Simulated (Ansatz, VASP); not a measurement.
**Two plane-wave programs on NaF**

INCAR

```
PREC = Accurate
ENCUT = 520
EDIFF = 1E-6
ISMEAR = -1
SIGMA = 0.02
LREAL = False
LASPH = True
NELM = 60
ALGO = Normal
ISIF = 2
LWAVE = False
LCHARG = True
GGA = PE
LELF = True
LVHAR = True
NBANDS = 14
```

File KPOINTS:

```
Automatic mesh
0
Gamma
  10 10 10
```

The input POSCAR:

```
NaF
1.0
    2.7934851918      0.0000000000      0.0000000000
    0.0000000000      2.7934851918      0.0000000000
    0.0000000000      0.0000000000      2.7934851918
Na F
1 1
Direct
    0.0000000000      0.0000000000      0.0000000000
    0.5000000000      0.5000000000      0.5000000000
```

Input for Ansatz:

```yaml
crystal:
  lattice:
    - [2.7934851918, 0.0, 0.0]
    - [0.0, 2.7934851918, 0.0]
    - [0.0, 0.0, 2.7934851918]
  atoms:
    - { symbol: Na, position: [0.0, 0.0, 0.0] }
    - { symbol: F, position: [0.5, 0.5, 0.5] }
kpoints:
  mp_grid: { grid: [10, 10, 10] }
  band_path:
    path:
      - [[0.0, 0.0, 0.0], [2.883971508712e-50, 0.5, -2.0683087385e-34], [0.5, 0.5, 4.596241641112e-35], [0.0, 0.0, 0.0], [0.5, 0.5, 0.5], [2.883971508712e-50, 0.5, -2.0683087385e-34]]
      - [[0.5, 0.5, 0.5], [0.5, 0.5, 4.596241641112e-35]]
    npoints: 10
hamiltonian:
  xc: pbe
scf:
  occupations: { method: fermi_dirac, width: 0.02 }
  n_extra_bands: 4
output:
  forces: true
  stress: true
  eigenvalues: true
```

Alike in both runs: task single point; functional PBE; k mesh 10 × 10 × 10; occupations fermi-dirac, width 0.02 eV; no spin polarisation.

|  | VASP | Ansatz |
| --- | --- | --- |
| version | VASP 6.6.1 | Ansatz 0.2.0 |
| potentials or method | VASP PAW PBE potentials, release 64 (Na_pv, F) | plane waves, PAW |
| plane-wave cutoff (eV) | 520 | 420 |
| valence electrons in the cell | 14 | 16 |

VASP gave:

```
gap on the k mesh at the Fermi level (eV) : 6.11
pressure (GPa)                            : 4.2
```

Q: What did Ansatz give for the same quantities?

A: gap on the k mesh at the Fermi level (eV): 6.13; pressure (GPa): 4.4.

VASP's potentials hold 14 valence electrons a cell and Ansatz's 16, so a difference there can come from the potentials and not from the codes.
